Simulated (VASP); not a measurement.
A run of VASP 6.6.1:

Contents of INCAR:

```
  PREC = Accurate
  ENCUT = 520
  EDIFF = 1E-6
  ISMEAR = -1
  SIGMA = 0.05
  LREAL = F
  LASPH = T
  NELM = 60
  ALGO = Normal
  ISIF = 2
  LWAVE = F
  LCHARG = F
  GGA = PS
  NBANDS = 12
```

Contents of KPOINTS:

```
regular mesh
0
Gamma
  8 8 8
```

Contents of POSCAR:

```
LiF
1.0
    0.0000000000      2.0140000000      2.0140000000
    2.0140000000      0.0000000000      2.0140000000
    2.0140000000      2.0140000000      0.0000000000
F Li
1 1
Direct
    0.5000000000      0.5000000000      0.5000000000
    0.0000000000      0.0000000000      0.0000000000
```

Potentials or basis: VASP PAW PBE potentials, release 64 (F, Li_sv).

Run with:

```bash
$ cat potpaw_PBE.64/F/POTCAR potpaw_PBE.64/Li_sv/POTCAR > POTCAR
$ mpirun -np 1 vasp_std > vasp.out
```

Hardware: 1 thread of Intel(R) Xeon(R) 6975P-C (Granite Rapids), with other jobs on the host.

Task: How long does it take, and how much memory?

Result: Wall time 2.5 s on 1 thread of Intel(R) Xeon(R) 6975P-C (Granite Rapids) (shared host), peak memory 0.13 GiB. Counts: scf iterations 11, k points 29.
